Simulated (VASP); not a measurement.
**Hg: single point with PBE+D3(BJ)**

Hg:

```xyz
4
Lattice="3.4030 0.0000 0.0000 -1.7015 2.9470 0.0000 0.0000 0.0000 10.7959" Properties=species:S:1:pos:R:3 pbc="T T T"
Hg    0.0000    0.0000    0.0000
Hg    0.0000    1.9647    2.6990
Hg    0.0000    0.0000    5.3980
Hg    1.7015    0.9823    8.0970
```

This cell differs from its parent crystal: volume scaled by 1.06, then relaxed in part.

* Program: VASP 6.6.1
* Task: single point
* Functional: PBE
* Dispersion: D3(BJ)
* Potentials or basis: VASP PAW PBE potentials, release 64 (Hg)
* Cutoff: 500 eV
* k mesh: 15 × 15 × 4
* Occupations: gaussian, width 0.1 eV
* Spin: no spin polarisation
* Dipole correction: no
* Further INCAR settings: ALGO = Normal; EDIFF = 1e-06; NBANDS = 32

The pressure is -0.7 GPa. The band gap on the k mesh is zero (band 24 reaches 1.51 eV, above the bottom of band 25 at 0.83 eV) and the dispersion energy per atom is -0.387 eV.

Levels at points of the mesh, in eV from the Fermi level:
```
           k point  band 20  band 21  band 22  band 23  band 24  band 25  band 26  band 27  band 28  band 29
(0.00, 0.00, 0.00)    -5.59    -5.59    -5.37    -5.37    -1.23    -0.56     6.79     6.80    11.36    11.36
(0.00, 0.00, 0.50)    -5.46    -5.46    -5.46    -3.73    -3.73     2.66     2.66    11.32    11.32    11.68
```

Run time: 78 s on 1 thread of Intel(R) Xeon(R) 6975P-C (Granite Rapids) (shared host), peak memory 0.37 GiB.

Caveat: spin-orbit coupling is left out, which moves the levels of the heavy elements; pairwise dispersion overbinds metals, which lowers pressure and volume.
